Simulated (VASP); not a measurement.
# LiCl: single point with LDA

The system is LiCl.

```
Li Cl
1.0
     0.00000    2.48207    2.48207
     2.48207    0.00000    2.48207
     2.48207    2.48207    0.00000
Li Cl
1 1
Direct
  0.00000 0.00000 0.00000
  0.50000 0.50000 0.50000
```

```json
{
  "Program": "VASP 6.6.1",
  "Task": "single point",
  "Functional": "LDA",
  "Potentials or basis": "VASP PAW LDA potentials, release 64 (Li_sv, Cl)",
  "Cutoff": "750 eV",
  "k mesh": "8 × 8 × 8",
  "Occupations": "gaussian, width 0.02 eV",
  "Spin": "no spin polarisation",
  "Dipole correction": "no",
  "Further INCAR settings": "ALGO = Normal; EDIFF = 1e-06; NBANDS = 12"
}
```

```json
{"Pressure": "-0.1 GPa", "Band gap on the k mesh": "6.51 eV (least direct gap 6.61 eV)"}
```

Levels at points of the mesh, in eV from the valence-band top:
```
           k point  band 3  band 4  band 5  band 6  band 7  band 8
(0.00, 0.00, 0.00)    0.00    0.00    0.00    6.61   11.81   11.81
(0.50, 0.00, 0.00)   -3.32   -0.30   -0.30    6.51    9.24    9.24
(0.50, 0.50, 0.00)   -3.48   -1.34   -1.34    7.84    7.85   12.96
```

Run time: 21 s on 1 thread of Intel Xeon 8259CL (shared host), peak memory 0.15 GiB.

A k mesh can miss the band edges.
